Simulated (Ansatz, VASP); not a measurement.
C: VASP beside Ansatz

```
CELL_PARAMETERS angstrom
2.49913 0.00000 0.00000
-1.24957 2.16431 0.00000
0.00000 0.00000 4.11898
ATOMIC_POSITIONS crystal
C 0.33333 0.66667 0.99974
C 0.66667 0.33333 0.49974
C 0.33333 0.66667 0.37426
C 0.66667 0.33333 0.87426
```

Change from the starting cell: strained cell.

Alike in both runs: functional PBEsol; k mesh 9 × 9 × 6; occupations gaussian, width 0.02 eV; no spin polarisation.

Ansatz relaxed the structure, and its values are those at the end. VASP's run is a single point on that final structure, the one shown.

|  | VASP | Ansatz |
| --- | --- | --- |
| version | VASP 6.6.1 | Ansatz 0.2.0 |
| potentials or method | VASP PAW PBE potentials, release 64 (C_h), cutoff 1300 eV | scalar-relativistic, plane waves, PAW |
| valence electrons in the cell | 16 | 16 |

Ansatz gave:

```
gap on the k mesh at the Fermi level (eV) : 3.05
least direct gap on the mesh (eV)         : 4.82
pressure (GPa)                            : 4.6
```

Which values does VASP return?

gap on the k mesh at the Fermi level (eV): 3.03; least direct gap on the mesh (eV): 4.81; pressure (GPa): 4.8.

VASP's potentials were made for PBE, not for PBEsol, and Ansatz warns of the same on its side. With one functional, cell and mesh, what is left measures potentials, basis and numerics. Ansatz's warnings: stress scf threshold loose.
